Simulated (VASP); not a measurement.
# B11N12 (a cell with a defect) in VASP: further runs, part 2 of 2

VASP 6.6.1.

**4. Single point, PBEsol**

Input file INCAR:

```
SYSTEM = B11N12
PREC     = Accurate       ! precision mode
ENCUT    = 520            ! plane-wave cutoff, eV
EDIFF    = 1E-6           ! SCF threshold, eV
ISMEAR   = 0              ! smearing method
SIGMA    = 0.05           ! smearing width, eV
LREAL    = Auto         
LASPH    = .True.         ! aspherical terms in the spheres
NELM     = 100            ! most SCF steps
ALGO     = Normal         ! electronic algorithm
ISIF     = 2              ! what is computed and relaxed
LWAVE    = .False.        ! write WAVECAR
LCHARG   = .False.        ! write CHGCAR
GGA      = PS             ! functional
NBANDS   = 64             ! bands
```

Input file KPOINTS:

```
Automatic mesh
0
Gamma
  4 4 4
  0 0 0
```

Input file POSCAR:

```
B11N12
1.0
   -3.7562920096      3.6144936715     -3.4815292169
    3.7562920096      3.6144936715     -3.4815292169
    0.0000000000     -1.4457974686     -6.9630584338
B N
11 12
Direct
    0.5819406446      0.9181221759      0.2199738057
    0.8680132761      0.1457938658      0.5036559507
    0.5007252585      0.4711846904      0.4998579504
    0.2563245686      0.2507147811      0.2180053068
    0.0081995541      0.0305484556     -0.0293931654
    0.7289571109      0.7715709438      0.8015114033
    0.6729836026      0.3506620161      0.0114736752
    0.4337698718      0.0874043611      0.7401983956
    0.9104867494      0.5852130495      0.2407366628
    0.3230586165      0.6758589304      0.0052020783
    0.0365718664      0.6297531192      0.6986119879
    0.3451391817      0.0107501095      0.2423614638
    0.7588156039      0.0981057886      0.0708107134
    0.0086014526      0.3315406695      0.3215689320
    0.6522605443      0.6607002502      0.3279778067
    0.4195381621      0.4292208492      0.0802194480
    0.1977826425      0.2046106527      0.7851500943
    0.9336622120      0.8923424744      0.6304488719
    0.8294106374      0.5328162839      0.8893345119
    0.6155393847      0.2337391955      0.5779343730
    0.0749513360      0.7665160476      0.0666604659
    0.4866213135      0.8437362547      0.8480115905
    0.2342536759      0.4567020366      0.6377221362
```

Potentials or basis: VASP PAW PBE potentials, release 64 (B, N).

Started as:

```sh
cat potpaw_PBE.64/B/POTCAR potpaw_PBE.64/N/POTCAR > POTCAR
mpirun -np 1 vasp_std > vasp.out
```

OUTCAR:

```text
SYSTEM = B11N12
   PREC = Accurate
   ENCUT = 520
   EDIFF = 1E-6
   ISMEAR = 0
   LREAL = Auto
   LASPH = .True.
   NELM = 100
   ISIF = 2
   GGA = PS

 ion  position               nearest neighbor table
   1  0.582  0.918  0.220-  12 1.40  15 1.49  13 1.52
   2  0.868  0.146  0.504-  14 1.46  20 1.46  18 1.49
   3  0.501  0.471  0.500-  20 1.44  15 1.49  23 1.54
   4  0.256  0.251  0.218-  12 1.41  14 1.45  16 1.45
   5  0.008  0.031  0.971-  13 1.44  21 1.51  17 1.58
   6  0.729  0.772  0.802-  22 1.39  19 1.43  18 1.46  11 1.85
   7  0.673  0.351  0.011-  19 1.44  16 1.45  13 1.46
   8  0.434  0.087  0.740-  22 1.40  17 1.42  20 1.43
   9  0.910  0.585  0.241-  15 1.48  14 1.49  21 1.50
  10  0.323  0.676  0.005-  22 1.43  21 1.44  16 1.44
  11  0.037  0.630  0.699-  23 1.44  19 1.46  18 1.53   6 1.85
  12  0.345  0.011  0.242-   1 1.40   4 1.41
  13  0.759  0.098  0.071-   5 1.44   7 1.46   1 1.52
  14  0.009  0.332  0.322-   4 1.45   2 1.46   9 1.49
  15  0.652  0.661  0.328-   9 1.48   3 1.49   1 1.49
  16  0.420  0.429  0.080-  10 1.44   7 1.45   4 1.45
  17  0.198  0.205  0.785-   8 1.42  23 1.49   5 1.58
  18  0.934  0.892  0.630-   6 1.46   2 1.49  11 1.53
  19  0.829  0.533  0.889-   6 1.43   7 1.44  11 1.46
  20  0.616  0.234  0.578-   8 1.43   3 1.44   2 1.46
  21  0.075  0.767  0.067-  10 1.44   9 1.50   5 1.51
  22  0.487  0.844  0.848-   6 1.39   8 1.40  10 1.43
  23  0.234  0.457  0.638-  11 1.44  17 1.49   3 1.54

  LATTYP: Found a base centered monoclinic cell.
 ALAT       =    10.0370533902
 B/A-ratio  =     0.7484850112
 C/A-ratio  =     0.7085322469
 COS(beta)  =    -0.5328232170

  Lattice vectors:

 A1 = (   3.7562920096,  -3.6144936715,   3.4815292169)
 A2 = (  -3.7562920096,  -3.6144936715,   3.4815292169)
 A3 = (   0.0000000000,  -1.4457974686,  -6.9630584338)

Analysis of symmetry for initial positions (statically):
=====================================================================
 Subroutine PRICEL returns:
 Original cell was already a primitive cell.

 Routine SETGRP: Setting up the symmetry group for a
 base centered monoclinic supercell.

 Subroutine GETGRP returns: Found  1 space group operations
 (whereof  1 operations were pure point group operations)
 out of a pool of  4 trial point group operations.

The static configuration has the point symmetry C_1 .

Analysis of symmetry for dynamics (positions and initial velocities):
=====================================================================
 Subroutine PRICEL returns:
 Original cell was already a primitive cell.

 Routine SETGRP: Setting up the symmetry group for a
 base centered monoclinic supercell.

 Subroutine GETGRP returns: Found  1 space group operations
 (whereof  1 operations were pure point group operations)
 out of a pool of  4 trial point group operations.

The dynamic configuration has the point symmetry C_1 .

 Subroutine INISYM returns: Found  1 space group operations
 (whereof  1 operations are pure point group operations),
 and found     1 'primitive' translations

----------------------------------------------------------------------------------------

                                     Primitive cell
[... 93 lines left out ...]
  0.500000 -0.000000  0.000000      1.000000
 -0.000000  0.500000  0.000000      1.000000
  0.250000  0.250000  0.000000      2.000000
[... 16 lines left out ...]
  0.500000  0.500000  0.250000      2.000000
 -0.250000  0.500000  0.250000      2.000000
 [... further k-points ...]
   k-points           NKPTS =     36   k-points in BZ     NKDIM =     36   number of bands    NBANDS=     64
   number of dos      NEDOS =    301   number of ions     NIONS =     23
   total plane-waves  NPLWV = 124416
   dimension x,y,z NGX =    48 NGY =   48 NGZ =   54
   dimension x,y,z NGXF=    96 NGYF=   96 NGZF=  108
   ions per type =              11  12
   NGX,Y,Z   is equivalent  to a cutoff of  12.73, 12.73, 12.62 a.u.
   NGXF,Y,Z  is equivalent  to a cutoff of  25.46, 25.46, 25.25 a.u.
 SYSTEM =  B11N12
   PREC   = accura    normal or accurate (medium, high low for compatibility)
   ISTART =      0    job   : 0-new  1-cont  2-samecut
   ICHARG =      2    charge: 1-file 2-atom 10-const
   ISPIN  =      1    spin polarized calculation?
   LNONCOLLINEAR =      F non collinear calculations
   LSORBIT =      F    spin-orbit coupling
   LASPH  =      T    aspherical Exc in radial PAW
   ENCUT  =  520.0 eV  38.22 Ry    6.18 a.u.  11.66 11.66 13.22*2*pi/ulx,y,z
   NELM   =    100;   NELMIN=  2; NELMDL= -5     # of ELM steps
   EDIFF  = 0.1E-05   stopping-criterion for ELM
   LREAL  =      T    real-space projection
   EDIFFG = 0.1E-04   stopping-criterion for IOM
   NSW    =      0    number of steps for IOM
   IBRION =     -1    ionic relax: 0-MD 1-quasi-New 2-CG
   NFREE  =      0    steps in history (QN), initial steepest desc. (CG)
   ISIF   =      2    stress and relaxation
   ISYM   =      2    0-nonsym 1-usesym 2-fastsym
   POTIM  = 0.5000    time-step for ionic-motion
   TEBEG  =    0.0;   TEEND  =   0.0 temperature during run
   PSTRESS=    0.0 pullay stress
   NELECT =      93.0000    total number of electrons
   NUPDOWN=      -1.0000    fix difference up-down
   EMIN   =  10.00;   EMAX   =-10.00  energy-range for DOS
   EFERMI =   0.00;   METHOD = LEGACY
   ISMEAR =     0;   SIGMA  =   0.05  broadening in eV -4-tet -1-fermi 0-gaus
   EFERMI_NEDOS =   21; number of points for ismear=-14 and -15
   IALGO  =     38    algorithm
   IMIX   =      4    mixing-type and parameters
     AMIX     =   0.40;   BMIX     =  1.00
     AMIX_MAG =   1.60;   BMIX_MAG =  1.00
  volume/ion in A,a.u.               =       9.86        66.57
  Fermi-wavevector in a.u.,A,eV,Ry     =   1.216083  2.298063 20.121073  1.478857
  Thomas-Fermi vector in A             =   2.351448
   LORBIT       =      0    0 simple, 1 ext, 2 COOP (PROOUT), +10 PAW based schemes
   GGA     = PS    functional components
   LHFCALC =     F    Hartree Fock is set to
   AEXX    =    0.0000 exact exchange contribution
   IVDW    =     0    specifies the selected vdW correction
   LEPSILON=     F    determine dielectric tensor
   LRPA    =     F    only Hartree local field effects (RPA)
 non-spin polarized calculation
 Gauss-broadening in eV      SIGMA  =   0.05
  energy-cutoff  :      520.00
  volume of cell :      226.89
 maximum number of plane-waves:      6130
 NGX is ok and might be reduce to    48
   NGX = 23   NGY = 23   NGZ = 27

 number of electron      93.0000000 magnetization

 Free energy of the ion-electron system (eV)
  ---------------------------------------------------
  ext. energy  EPLUGINS =         0.00000000
  ---------------------------------------------------
  free energy    TOTEN  =      -200.98755766 eV

  energy without entropy =     -200.96881633  energy(sigma->0) =     -200.97818699

 E-fermi :   1.9221     XC(G=0):  -9.8206

 val. band max:        1.9207403034   @ k =   0.0000   0.0000   0.5000
 cond. band min:       1.9223775818   @ k =   0.0000  -0.2500   0.5000
 fundamental gap:      0.0016372784
 Fermi energy:         1.9220519399

 k-point     1 :       0.0000    0.0000    0.0000
  band No.  band energies     occupation
      1     -17.0827      2.00000
      2     -15.8453      2.00000
      3     -15.1137      2.00000
      4     -14.6335      2.00000
      5     -14.5156      2.00000
      6     -13.9272      2.00000
[... 1453 lines left out ...]
     57       8.9166      0.00000
     58       9.1658      0.00000

 [... further k-points ...]

 [bands above 58 left out]

------------------------ aborting loop because EDIFF is reached ----------------------------------------

  FORCE on cell =-STRESS in cart. coord.  units (eV):
  Direction    XX          YY          ZZ          XY          YZ          ZX
  --------------------------------------------------------------------------------------
  -------------------------------------------------------------------------------------
  Total        0.1192430    -20.4897617      0.5232060    -10.5637068      0.1824744     -0.2149889
  in kB        0.8420261   -144.6869607      3.6945808    -74.5948462      1.2885294     -1.5181286
  external PRESSURE =     -46.7167846 kB  Pullay stress =       0.0000000 kB

 VOLUME and BASIS-vectors are now :
 -----------------------------------------------------------------------------
  energy-cutoff  :      520.00
  volume of cell :      226.89
      direct lattice vectors                 reciprocal lattice vectors
    -3.756292010  3.614493672 -3.481529217    -0.133109992  0.115276635 -0.023935842
     3.756292010  3.614493672 -3.481529217     0.133109992  0.115276635 -0.023935842
     0.000000000 -1.445797469 -6.963058434     0.000000000 -0.115276635 -0.119679210

 POSITION                                       TOTAL-FORCE (eV/Angst)
 -----------------------------------------------------------------------------------
      1.26280      5.10393     -6.75420        -0.002506      0.012652     -0.111300
     -2.71287      2.93621     -7.03659         0.022674      0.013027      0.059788
     -0.11096      2.79027     -6.86427         0.026225      0.042956     -0.061488
     -0.02107      1.51750     -3.28326         0.025869      0.006678     -0.095512
      0.08395     -1.26325     -6.89329         0.004002      0.043534     -0.051975
      0.16007      4.26483    -10.80510         0.037582      0.056037      0.198383
[... 15 lines left out ...]
      1.34143      3.58252    -10.53643        -0.034268      0.030283      0.017940
      0.83558      1.57544     -6.84608         0.026397      0.115270     -0.130733
 -----------------------------------------------------------------------------------
    total drift:                               -0.005287      0.001561      0.000095

  FREE ENERGIE OF THE ION-ELECTRON SYSTEM (eV)
  ---------------------------------------------------
  free  energy   TOTEN  =      -200.9875576551 eV

  energy  without entropy=     -200.9688163313  energy(sigma->0) =     -200.97818699
```

Run time: 28 min. Hardware: 1 thread of Oxide Virtual Turin-like, shared host; peak memory 0.5 GiB.

What came out:

```
Free energy            : -200.9876 eV
Pressure               : -4.7 GPa
Largest force          : 0.314 eV/Å
Band gap on the k mesh : zero (an odd number of electrons rules out a gap without spin polarisation)
```

Forces on the atoms (eV/Å):
```
B   -0.003  0.013 -0.111
B    0.023  0.013  0.060
B    0.026  0.043 -0.061
B    0.026  0.007 -0.096
B    0.004  0.044 -0.052
B    0.038  0.056  0.198
B   -0.002  0.010  0.035
B    0.018 -0.025  0.021
B    0.012  0.005 -0.015
B    0.022  0.010  0.020
B   -0.191 -0.106  0.096
N    0.020 -0.042 -0.272
N    0.021 -0.053 -0.005
N    0.034  0.016 -0.036
N   -0.009  0.021 -0.067
N    0.019 -0.018 -0.006
N   -0.023 -0.110 -0.066
N    0.039  0.066  0.193
N   -0.025 -0.096  0.298
N   -0.025 -0.008  0.017
N   -0.015  0.007 -0.040
N   -0.034  0.030  0.018
N    0.026  0.115 -0.131
```

Caveat: the PAW data sets were made with another functional, which shifts forces and pressure a little; an odd number of electrons without spin polarisation forces a metal; a magnetic or distorted state may lie lower.

**5. Summary**

| cell | gap on the mesh (eV) | pressure (GPa) | largest force (eV/Å) |
| --- | --- | --- | --- |
| as given, atomic positions A | none | -3.3 | 0.06 |
| as given, atomic positions B | none | 2.4 | 0.16 |
| as given, atomic positions C | none | -4.7 | 0.31 |

Alike in all rows: task single point; level PBEsol; potentials or basis VASP PAW PBE potentials, release 64 (B, N); no spin polarisation; k mesh 4 × 4 × 4; cutoff (eV) 520; smearing gaussian 0.05 eV.

Caveats: the PAW data sets were made with another functional, which shifts forces and pressure a little; an odd number of electrons without spin polarisation forces a metal; a magnetic or distorted state may lie lower.

Absolute energies hang on the potentials; compare differences alone.
